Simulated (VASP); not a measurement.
# GaN in VASP: notebook

Aim: see how the results for GaN move with the level of theory and the settings. Levels: r2SCAN, HSE06. Tasks: single point.

All numbers are computed with VASP 6.6.1; they aren't measurements. Logs are shortened: lines on timing, memory, paths and dates and some standing lists are left out, and cuts for length are marked.

### Step 1. The cell of the first run

The structure is tetragonal, space group I-4m2 (No. 119). The conventional cell has a = 3.180 Å, b = 3.180 Å, c = 4.459 Å, α = 90.00°, β = 90.00°, γ = 90.00°. Within 2.6 Å of Ga (site symmetry -4m2) lie 4 N at 1.94 Å. N (site symmetry -4m2) has 4 Ga at 1.94 Å within 2.6 Å.

### Step 2. Single point, r2SCAN (uniaxial x strain -0.9%)

POSCAR reads:

```
GaN
1.0
    0.0000000000      2.2489526240      2.2489526240
    2.2296116314      0.0000000000      2.2489526240
    2.2296116314      2.2489526240      0.0000000000
Ga N
1 1
Direct
    0.0000000000      0.0000000000      0.0000000000
    0.7500000000      0.7500000000      0.7500000000
```

INCAR.step1 reads:

```
SYSTEM = GaN
PREC = Accurate ; ENCUT = 910
ISMEAR = 0 ; SIGMA = 0.01
LREAL = .False. ; LASPH = .True.
NELM = 120 ; NBANDS = 16
GGA = PE ; ALGO = Normal
EDIFF = 1E-5 ; LWAVE = .True.
LCHARG = .False. ; GGA_COMPAT = .False.
```

INCAR.step2 reads:

```
SYSTEM = GaN
PREC = Accurate ; ENCUT = 910
EDIFF = 1E-6 ; ISMEAR = 0
SIGMA = 0.01 ; LREAL = .False.
LASPH = .True. ; NELM = 120
ALGO = Normal ; ISIF = 2
LWAVE = .False. ; LCHARG = .False.
METAGGA = R2SCAN ; LMIXTAU = .True.
NBANDS = 16 ; ISTART = 1
GGA_COMPAT = .False.
```

KPOINTS reads:

```
Automatic mesh
0
Gamma
  10 10 10
  0 0 0
```

Potentials or basis: VASP PAW PBE potentials, release 64 (Ga_d, N_h).

Command:

```console
$ cat potpaw_PBE.64/Ga_d/POTCAR potpaw_PBE.64/N_h/POTCAR > POTCAR
$ cp INCAR.step1 INCAR
$ mpirun -np 1 vasp_std > vasp.out
$ cp INCAR.step2 INCAR
$ mpirun -np 1 vasp_std > vasp.out
```

OUTCAR:

```text
SYSTEM = GaN
   PREC = Accurate
   ENCUT = 910
   EDIFF = 1E-6
   ISMEAR = 0
   LREAL = .False.
   LASPH = .True.
   NELM = 120
   ISIF = 2
   METAGGA = R2SCAN
   ISTART = 1

 ion  position               nearest neighbor table
   1  0.000  0.000  0.000-   2 1.94   2 1.94   2 1.94   2 1.94
   2  0.750  0.750  0.750-   1 1.94   1 1.94   1 1.94   1 1.94

  LATTYP: Found a body centered tetragonal cell.
 ALAT       =     3.1804993020
 C/A-ratio  =     1.4020513257

  Lattice vectors:

 A1 = (  -2.2296116314,   0.0000000000,  -2.2489526240)
 A2 = (  -2.2296116314,   0.0000000000,   2.2489526240)
 A3 = (   2.2296116314,   2.2489526240,   0.0000000000)

Analysis of symmetry for initial positions (statically):
=====================================================================
 Subroutine PRICEL returns:
 Original cell was already a primitive cell.

 Routine SETGRP: Setting up the symmetry group for a
 body centered tetragonal supercell.

 Subroutine GETGRP returns: Found  8 space group operations
 (whereof  8 operations were pure point group operations)
 out of a pool of 16 trial point group operations.

The static configuration has the point symmetry D_2d.

Analysis of symmetry for dynamics (positions and initial velocities):
=====================================================================
 Subroutine PRICEL returns:
 Original cell was already a primitive cell.

 Routine SETGRP: Setting up the symmetry group for a
 body centered tetragonal supercell.

 Subroutine GETGRP returns: Found  8 space group operations
 (whereof  8 operations were pure point group operations)
 out of a pool of 16 trial point group operations.

The dynamic configuration has the point symmetry D_2d.

 Subroutine INISYM returns: Found  8 space group operations
 (whereof  8 operations are pure point group operations),
 and found     1 'primitive' translations

----------------------------------------------------------------------------------------

                                     Primitive cell

  volume of cell :      22.5538

  direct lattice vectors                    reciprocal lattice vectors
     0.000000000  2.248952624  2.248952624    -0.224254302  0.222325715  0.222325715
     2.229611631  0.000000000  2.248952624     0.224254302 -0.222325715  0.222325715
     2.229611631  2.248952624  0.000000000     0.224254302  0.222325715 -0.222325715

  length of vectors
     3.180499302  3.166852686  3.166852686     0.386196115  0.386196115  0.386196115

  position of ions in fractional coordinates (direct lattice)
     0.000000000  0.000000000  0.000000000
     0.750000000  0.750000000  0.750000000

  ion indices of the primitive-cell ions
   primitive index   ion index
                 1           1
                 2           2

----------------------------------------------------------------------------------------

 KPOINTS: Automatic mesh

Automatic generation of k-mesh.
 Grid dimensions read from file:
 generate k-points for:   10   10   10

 Generating k-lattice:

  Cartesian coordinates                     Fractional coordinates (reciprocal lattice)
    -0.022425430  0.022232571  0.022232571     0.100000000  0.000000000  0.000000000
     0.022425430 -0.022232571  0.022232571     0.000000000  0.100000000  0.000000000
     0.022425430  0.022232571 -0.022232571     0.000000000  0.000000000  0.100000000

  Length of vectors
     0.038619611  0.038619611  0.038619611

  Shift w.r.t. Gamma in fractional coordinates (k-lattice)
     0.000000000  0.000000000  0.000000000

 Subroutine IBZKPT returns following result:
 ===========================================

 Found    102 irreducible k-points:

 Following reciprocal coordinates:
            Coordinates               Weight
  0.000000  0.000000  0.000000      1.000000
  0.100000  0.000000  0.000000      8.000000
  0.200000  0.000000  0.000000      8.000000
  0.300000  0.000000  0.000000      8.000000
  0.400000 -0.000000 -0.000000      8.000000
  0.500000 -0.000000 -0.000000      4.000000
[... 16 lines left out ...]
  0.300000  0.300000  0.000000      4.000000
  0.400000  0.300000 -0.000000     16.000000
 [... further k-points ...]
   k-points           NKPTS =    102   k-points in BZ     NKDIM =    102   number of bands    NBANDS=     16
   number of dos      NEDOS =    301   number of ions     NIONS =      2
   total plane-waves  NPLWV =  32768
   dimension x,y,z NGX =    32 NGY =   32 NGZ =   32
   dimension x,y,z NGXF=    64 NGYF=   64 NGZF=   64
   ions per type =               1   1
   NGX,Y,Z   is equivalent  to a cutoff of  16.73, 16.80, 16.80 a.u.
   NGXF,Y,Z  is equivalent  to a cutoff of  33.45, 33.60, 33.60 a.u.
 SYSTEM =  GaN
   PREC   = accura    normal or accurate (medium, high low for compatibility)
   ISTART =      1    job   : 0-new  1-cont  2-samecut
   ICHARG =      0    charge: 1-file 2-atom 10-const
   ISPIN  =      1    spin polarized calculation?
   LNONCOLLINEAR =      F non collinear calculations
   LSORBIT =      F    spin-orbit coupling
   LASPH  =      T    aspherical Exc in radial PAW
   ENCUT  =  910.0 eV  66.88 Ry    8.18 a.u.   7.82  7.79  7.79*2*pi/ulx,y,z
   NELM   =    120;   NELMIN=  2; NELMDL=  0     # of ELM steps
   EDIFF  = 0.1E-05   stopping-criterion for ELM
   LREAL  =      F    real-space projection
   EDIFFG = 0.1E-04   stopping-criterion for IOM
   NSW    =      0    number of steps for IOM
   IBRION =     -1    ionic relax: 0-MD 1-quasi-New 2-CG
   NFREE  =      0    steps in history (QN), initial steepest desc. (CG)
   ISIF   =      2    stress and relaxation
   ISYM   =      2    0-nonsym 1-usesym 2-fastsym
   POTIM  = 0.5000    time-step for ionic-motion
   TEBEG  =    0.0;   TEEND  =   0.0 temperature during run
   PSTRESS=    0.0 pullay stress
   NELECT =      18.0000    total number of electrons
   NUPDOWN=      -1.0000    fix difference up-down
   EMIN   =  10.00;   EMAX   =-10.00  energy-range for DOS
   EFERMI =   0.00;   METHOD = LEGACY
   ISMEAR =     0;   SIGMA  =   0.01  broadening in eV -4-tet -1-fermi 0-gaus
   EFERMI_NEDOS =   21; number of points for ismear=-14 and -15
   IALGO  =     38    algorithm
   IMIX   =      4    mixing-type and parameters
     AMIX     =   0.40;   BMIX     =  1.00
     AMIX_MAG =   1.60;   BMIX_MAG =  1.00
  volume/ion in A,a.u.               =      11.28        76.10
  Fermi-wavevector in a.u.,A,eV,Ry     =   1.518538  2.869621 31.374467  2.305958
  Thomas-Fermi vector in A             =   2.627645
   LORBIT       =      0    0 simple, 1 ext, 2 COOP (PROOUT), +10 PAW based schemes
   METAGGA = R2SCAN    functional components
   LHFCALC =     F    Hartree Fock is set to
   AEXX    =    0.0000 exact exchange contribution
   IVDW    =     0    specifies the selected vdW correction
   LEPSILON=     F    determine dielectric tensor
   LRPA    =     F    only Hartree local field effects (RPA)
 non-spin polarized calculation
 Gauss-broadening in eV      SIGMA  =   0.01
  energy-cutoff  :      910.00
  volume of cell :       22.55
 maximum number of plane-waves:      1419
   NGX = 15   NGY = 15   NGZ = 15

 number of electron      18.0000000 magnetization

 Free energy of the ion-electron system (eV)
  ---------------------------------------------------
  ext. energy  EPLUGINS =         0.00000000
  ---------------------------------------------------
  free energy    TOTEN  =       -21.89325206 eV

  energy without entropy =      -21.89325206  energy(sigma->0) =      -21.89325206

 E-fermi :   5.6501     XC(G=0): -12.7143

 val. band max:        5.5043977567   @ k =   0.0000   0.0000   0.0000
 cond. band min:       7.6922230558   @ k =   0.0000   0.0000   0.0000
 fundamental gap:      2.1878252992
 Fermi energy:         5.6501452946

 k-point     1 :       0.0000    0.0000    0.0000
  band No.  band energies     occupation
      1     -11.3833      2.00000
      2      -8.3687      2.00000
      3      -8.3687      2.00000
      4      -8.3595      2.00000
      5      -7.9990      2.00000
      6      -7.9986      2.00000
[... 8 lines left out ...]
     15      25.2243      0.00000
     16      25.2243      0.00000

 k-point     2 :       0.1000    0.0000    0.0000
  band No.  band energies     occupation
      1     -11.2695      2.00000
      2      -8.3539      2.00000
      3      -8.3485      2.00000
      4      -8.3253      2.00000
      5      -8.0001      2.00000
      6      -8.0001      2.00000
[... 8 lines left out ...]
     15      23.8860      0.00000
     16      24.1211      0.00000

 k-point     3 :       0.2000    0.0000    0.0000
  band No.  band energies     occupation
      1     -10.9771      2.00000
      2      -8.3191      2.00000
      3      -8.3130      2.00000
      4      -8.1660      2.00000
      5      -7.9995      2.00000
      6      -7.9982      2.00000
[... 8 lines left out ...]
     15      23.0431      0.00000
     16      23.1912      0.00000

 k-point     4 :       0.3000    0.0000    0.0000
  band No.  band energies     occupation
      1     -10.6466      2.00000
      2      -8.2869      2.00000
      3      -8.2804      2.00000
      4      -7.9874      2.00000
      5      -7.9837      2.00000
      6      -7.7891      2.00000
[... 8 lines left out ...]
     15      23.6589      0.00000
     16      23.6873      0.00000

 k-point     5 :       0.4000   -0.0000   -0.0000
  band No.  band energies     occupation
      1     -10.4268      2.00000
      2      -8.2715      2.00000
      3      -8.2646      2.00000
      4      -7.9657      2.00000
      5      -7.9604      2.00000
      6      -7.2129      2.00000
[... 8 lines left out ...]
     15      25.2268      0.00000
     16      25.2512      0.00000

 k-point     6 :       0.5000   -0.0000   -0.0000
  band No.  band energies     occupation
      1     -10.3572      2.00000
      2      -8.2681      2.00000
      3      -8.2611      2.00000
      4      -7.9547      2.00000
      5      -7.9487      2.00000
      6      -6.8703      2.00000
[... 8 lines left out ...]
     15      26.3822      0.00000
     16      26.4121      0.00000

 k-point     7 :       0.1000    0.1000    0.0000
  band No.  band energies     occupation
      1     -11.2327      2.00000
      2      -8.3402      2.00000
      3      -8.3328      2.00000
      4      -8.3319      2.00000
      5      -8.0101      2.00000
      6      -7.9910      2.00000
[... 8 lines left out ...]
     15      25.7028      0.00000
     16      25.9510      0.00000

 k-point     8 :       0.2000    0.1000    0.0000
  band No.  band energies     occupation
      1     -11.0015      2.00000
      2      -8.3162      2.00000
      3      -8.2997      2.00000
      4      -8.2186      2.00000
      5      -8.0113      2.00000
      6      -7.9834      2.00000
[... 8 lines left out ...]
     15      25.0061      0.00000
     16      25.2611      0.00000

 k-point     9 :       0.3000    0.1000    0.0000
  band No.  band energies     occupation
      1     -10.6869      2.00000
      2      -8.2872      2.00000
      3      -8.2633      2.00000
      4      -8.0550      2.00000
      5      -7.9714      2.00000
      6      -7.8582      2.00000
[... 8 lines left out ...]
     15      24.2167      0.00000
     16      25.1564      0.00000
[... 172 lines left out ...]
 k-point    19 :       0.5000    0.2000    0.0000
  band No.  band energies     occupation
      1     -10.2719      2.00000
      2      -8.2450      2.00000
      3      -8.1805      2.00000
      4      -8.0444      2.00000
      5      -7.9480      2.00000
      6      -6.7758      2.00000
[... 8 lines left out ...]
     15      26.8121      0.00000
     16      27.3663      0.00000

 k-point    20 :      -0.4000    0.2000    0.0000
  band No.  band energies     occupation
      1     -10.2603      2.00000
      2      -8.2500      2.00000
      3      -8.1875      2.00000
      4      -8.0116      2.00000
      5      -7.9732      2.00000
      6      -6.6495      2.00000
[... 8 lines left out ...]
     15      25.2009      0.00000
     16      26.8270      0.00000

 k-point    21 :      -0.3000    0.2000    0.0000
  band No.  band energies     occupation
      1     -10.3492      2.00000
      2      -8.2533      2.00000
      3      -8.2094      2.00000
      4      -8.0091      2.00000
      5      -8.0021      2.00000
      6      -7.0852      2.00000
[... 8 lines left out ...]
     15      23.9784      0.00000
     16      27.1974      0.00000

 k-point    22 :      -0.2000    0.2000   -0.0000
  band No.  band energies     occupation
      1     -10.5432      2.00000
      2      -8.2643      2.00000
      3      -8.2507      2.00000
      4      -8.0241      2.00000
      5      -8.0165      2.00000
      6      -7.6122      2.00000
[... 8 lines left out ...]
     15      23.9965      0.00000
     16      27.1885      0.00000

 k-point    23 :       0.3000    0.3000    0.0000
  band No.  band energies     occupation
      1     -10.4462      2.00000
      2      -8.1881      2.00000
      3      -8.1599      2.00000
      4      -8.1555      2.00000
      5      -7.9458      2.00000
      6      -7.6202      2.00000
[... 8 lines left out ...]
     15      28.4491      0.00000
     16      29.3245      0.00000

 k-point    24 :       0.4000    0.3000   -0.0000
  band No.  band energies     occupation
      1     -10.2940      2.00000
      2      -8.2071      2.00000
      3      -8.1199      2.00000
      4      -8.1151      2.00000
      5      -7.9357      2.00000
      6      -7.1991      2.00000
[... 8 lines left out ...]
     15      28.8654      0.00000
     16      29.2196      0.00000

 [... further k-points ...]

------------------------ aborting loop because EDIFF is reached ----------------------------------------

  FORCE on cell =-STRESS in cart. coord.  units (eV):
  Direction    XX          YY          ZZ          XY          YZ          ZX
  --------------------------------------------------------------------------------------
  -------------------------------------------------------------------------------------
  Total        0.4860017      0.3341062      0.3341062      0.0000000      0.0000000      0.0000000
  in kB       34.5245885     23.7342376     23.7342376      0.0000000      0.0000000      0.0000000
  external PRESSURE =      27.3310212 kB  Pullay stress =       0.0000000 kB

 VOLUME and BASIS-vectors are now :
 -----------------------------------------------------------------------------
  energy-cutoff  :      910.00
  volume of cell :       22.55
      direct lattice vectors                 reciprocal lattice vectors
     0.000000000  2.248952624  2.248952624    -0.224254302  0.222325715  0.222325715
     2.229611631  0.000000000  2.248952624     0.224254302 -0.222325715  0.222325715
     2.229611631  2.248952624  0.000000000     0.224254302  0.222325715 -0.222325715

 POSITION                                       TOTAL-FORCE (eV/Angst)
 -----------------------------------------------------------------------------------
      0.00000      0.00000      0.00000        -0.000000     -0.000000     -0.000000
      3.34442      3.37343      3.37343         0.000000      0.000000      0.000000
 -----------------------------------------------------------------------------------
    total drift:                                0.000000      0.000000      0.000000

  FREE ENERGIE OF THE ION-ELECTRON SYSTEM (eV)
  ---------------------------------------------------
  free  energy   TOTEN  =       -21.8932520632 eV

  energy  without entropy=      -21.8932520632  energy(sigma->0) =      -21.89325206
```

Wall time 2.9 min (1 thread of Intel Xeon Platinum 8488C (Sapphire Rapids), shared host); peak memory 0.24 GiB.

Results:

```yaml
Free_energy: -21.8933 eV
Pressure: 2.7 GPa
Band_gap_on_the_k_mesh: 2.19 eV
```

Stress tensor (GPa, compression positive):
```
3.45 0.00 0.00
0.00 2.37 0.00
0.00 0.00 2.37
```

Levels at points of the mesh, in eV from the valence-band top:
| k point | band 7 | band 8 | band 9 | band 10 | band 11 | band 12 |
| --- | --- | --- | --- | --- | --- | --- |
| (0.00, 0.00, 0.00) | -0.04 | -0.04 | 0.00 | 2.19 | 11.06 | 11.08 |
| (0.50, 0.00, 0.00) | -7.28 | -1.08 | -1.01 | 5.24 | 9.49 | 10.99 |
| (0.50, 0.50, 0.00) | -6.34 | -2.84 | -2.84 | 3.77 | 7.36 | 12.62 |
| (0.00, 0.50, 0.50) | -6.24 | -2.91 | -2.91 | 3.71 | 7.21 | 12.75 |

Caveat: the cell differs from its parent crystal (uniaxial x strain -0.9%); the cutoff is under 1.25 times the usual one of these potentials, so pressure, stress and relaxed cells hold a basis-set (Pulay) error; the PAW data sets were made with another functional, which shifts forces and pressure a little.

### Step 3. Single point, HSE06 (strain -4.3%)

POSCAR reads:

```
GaN
1.0
    0.0000000000      2.1524725564      2.1524725564
    2.1524725564      0.0000000000      2.1524725564
    2.1524725564      2.1524725564      0.0000000000
Ga N
1 1
Direct
    0.0000000000      0.0000000000      0.0000000000
    0.7500000000      0.7500000000      0.7500000000
```

INCAR.step1 reads:

```
PREC     = Accurate       # precision mode
ENCUT    = 520            # plane-wave cutoff, eV
EDIFF    = 1E-5           # SCF threshold, eV
ISMEAR   = 0              # smearing method
SIGMA    = 0.01           # smearing width, eV
LREAL    = F              # projectors in reciprocal space
LASPH    = T              # aspherical terms in the spheres
NELM     = 100            # most SCF steps
ALGO     = Normal         # electronic algorithm
ISIF     = 2              # what is computed and relaxed
LWAVE    = T              # write WAVECAR
LCHARG   = F              # write CHGCAR
NBANDS   = 16             # bands
GGA      = PE             # functional
```

INCAR.step2 reads:

```
PREC     = Accurate       # precision mode
ENCUT    = 520            # plane-wave cutoff, eV
EDIFF    = 1E-6           # SCF threshold, eV
ISMEAR   = 0              # smearing method
SIGMA    = 0.01           # smearing width, eV
LREAL    = F              # projectors in reciprocal space
LASPH    = T              # aspherical terms in the spheres
NELM     = 100            # most SCF steps
ALGO     = Normal         # electronic algorithm
ISIF     = 2              # what is computed and relaxed
LWAVE    = F              # write WAVECAR
LCHARG   = F              # write CHGCAR
GGA      = PE             # functional
LHFCALC  = T              # exact exchange
HFSCREEN = 0.2079         # screening, 1/A
PRECFOCK = Normal       
NBANDS   = 16             # bands
ISTART   = 1
```

KPOINTS reads:

```
Automatic mesh
0
Gamma
  6 6 6
```

Potentials or basis: VASP PAW PBE potentials, release 64 (Ga_d, N).

Command:

```console
$ cat potpaw_PBE.64/Ga_d/POTCAR potpaw_PBE.64/N/POTCAR > POTCAR
$ cp INCAR.step1 INCAR
$ mpirun -np 1 vasp_std > vasp.out
$ cp INCAR.step2 INCAR
$ mpirun -np 1 vasp_std > vasp.out
```

Run time: 42 min. Hardware: 1 thread of Intel Xeon 8259CL, shared host; peak memory 0.26 GiB.

It converged, with:

* Free energy: -14.4723 eV
* Pressure: 34.1 GPa
* Band gap on the k mesh: 4.00 eV

Levels at points of the mesh, in eV from the valence-band top:
| k point | band 6 | band 7 | band 8 | band 9 | band 10 | band 11 | band 12 | band 13 |
| --- | --- | --- | --- | --- | --- | --- | --- | --- |
| (0.00, 0.00, 0.00) | -15.19 | 0.00 | 0.00 | 0.00 | 4.00 | 12.89 | 12.89 | 12.89 |
| (0.50, 0.00, 0.00) | -13.61 | -8.56 | -1.23 | -1.23 | 7.15 | 11.19 | 12.70 | 12.70 |
| (0.50, 0.50, 0.00) | -13.08 | -7.21 | -3.45 | -3.45 | 4.54 | 8.98 | 14.86 | 17.66 |

Caveat: the k points lie up to 0.42 Å⁻¹ apart; the cell differs from its parent crystal (strain -4.3%); the PAW data sets were made with another functional, which shifts forces and pressure a little.

(Continued in part 2 of 2.)
